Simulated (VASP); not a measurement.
A run of VASP 6.6.1:

INCAR

```
ALGO = Normal
EDIFF = 1E-7
ENCUT = 520
ISIF = 2
ISMEAR = -1
LASPH = True
LCHARG = False
LREAL = False
LWAVE = False
NBANDS = 17
NELM = 80
PREC = Accurate
SIGMA = 0.05
```

KPOINTS

```
k-points
0
Gamma
  7 7 7
```

Contents of POSCAR:

```
SnTe
1.0
    0.0000000000      3.5623407469      3.5623407469
    3.5623407469      0.0000000000      3.5623407469
    3.5623407469      3.5623407469      0.0000000000
Te Sn
1 1
Direct
    0.2500000000      0.2500000000      0.2500000000
    0.0000000000      0.0000000000      0.0000000000
```

Potentials or basis: VASP PAW LDA potentials, release 64 (Te, Sn_d).

Command:

```sh
$ cat potpaw_LDA.64/Te/POTCAR potpaw_LDA.64/Sn_d/POTCAR > POTCAR
$ mpirun -np 1 vasp_std > vasp.out
```

Hardware: 1 thread of AMD EPYC 9R45 96-Core Processor (Zen 5), with other jobs on the host.

Problem. How long does it take, and how much memory?

Solution. It took 19 s on 1 thread of AMD EPYC 9R45 96-Core Processor (Zen 5), with other jobs on the host, peak memory 0.17 GiB. Counts: scf iterations 13, k points 20.
